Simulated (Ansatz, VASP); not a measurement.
# Sn3GeSe: VASP beside Ansatz

Contents of INCAR:

```
ALGO = Normal
EDIFF = 1E-6
ENCUT = 520
GGA = PE
ISIF = 2
ISMEAR = 0
LASPH = True
LCHARG = False
LREAL = False
LWAVE = False
NBANDS = 39
NELM = 80
PREC = Accurate
SIGMA = 0.1
```

Contents of KPOINTS:

```
k-points
0
Gamma
  4 4 4
```

File POSCAR:

```
Sn3GeSe
1.0
    5.0962299100      0.0000000000      0.0000000000
    0.0000000000      5.0962299100      0.0000000000
    0.0000000000      0.0000000000      5.0962299100
Sn Ge Se
3 1 1
Direct
    0.5000000000      0.5000000000      0.0000000000
    0.0000000000      0.5000000000      0.5000000000
    0.5000000000      0.0000000000      0.5000000000
    0.0000000000      0.0000000000      0.0000000000
    0.5000000000      0.5000000000      0.5000000000
```

Input for Ansatz:

```yaml
crystal:
  lattice:
    - [5.09622991, 0.0, 0.0]
    - [0.0, 5.09622991, 0.0]
    - [0.0, 0.0, 5.09622991]
  atoms:
    - { symbol: Sn, position: [0.5, 0.5, 0.0] }
    - { symbol: Sn, position: [0.0, 0.5, 0.5] }
    - { symbol: Sn, position: [0.5, 0.0, 0.5] }
    - { symbol: Ge, position: [0.0, 0.0, 0.0] }
    - { symbol: Se, position: [0.5, 0.5, 0.5] }
basis:
  ecutwfc: 420
kpoints:
  mp_grid: { grid: [4, 4, 4] }
hamiltonian:
  xc: pbe
scf:
  occupations: { method: gaussian, width: 0.1 }
  lower_state_search: "off"
output:
  forces: true
  stress: true
  eigenvalues: true
```

Change from the starting cell: species swapped into the Pr3InN type (Pm-3m, No. 221).

Alike in both runs: task single point; functional PBE; k mesh 4 × 4 × 4; occupations gaussian, width 0.1 eV; no spin polarisation.

|  | VASP | Ansatz |
| --- | --- | --- |
| version | VASP 6.6.1 | Ansatz 0.2.0 |
| potentials or method | VASP PAW PBE potentials, release 64 (Sn_d, Ge_d, Se), cutoff 520 eV | scalar-relativistic, plane waves, PAW |
| valence electrons in the cell | 62 | 72 |

|  | VASP | Ansatz | Ansatz less VASP |
| --- | --- | --- | --- |
| gap on the k mesh at the Fermi level (eV) | none | none | - |
| pressure (GPa) | 11.3 | 11.3 | 0.00 |

A gap of «none» marks a metal or a gap that the smearing closes. VASP's potentials hold 62 valence electrons a cell and Ansatz's 72, so a difference there can come from the potentials and not from the codes.
